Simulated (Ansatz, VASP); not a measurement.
**One calculation of SnSe, two programs**

```xyz
2
Lattice="0.0000 3.0104 3.0104 3.0104 0.0000 3.0104 3.0104 3.0104 0.0000" Properties=species:S:1:pos:R:3 pbc="T T T"
Sn    0.0000    0.0000    0.0000
Se    3.0104    3.0104    3.0104
```

Alike in both runs: task electric field gradients; functional PBEsol; k mesh 11 × 11 × 11; occupations fermi-dirac, width 0.05 eV; no spin polarisation.

|  | VASP | Ansatz |
| --- | --- | --- |
| version | VASP 6.6.1 | Ansatz 0.2.0 |
| potentials or method | VASP PAW PBE potentials, release 64 (Sn_d, Se), cutoff 520 eV | all-electron PAW with datasets made for the crystal, scalar-relativistic |

```tsv
	VASP	Ansatz	Ansatz less VASP
pressure (GPa)	-1.8	-1.8	-0.02
```

VASP's potentials were made for PBE, not for PBEsol. Ansatz ran all-electron here, and VASP with PAW potentials.
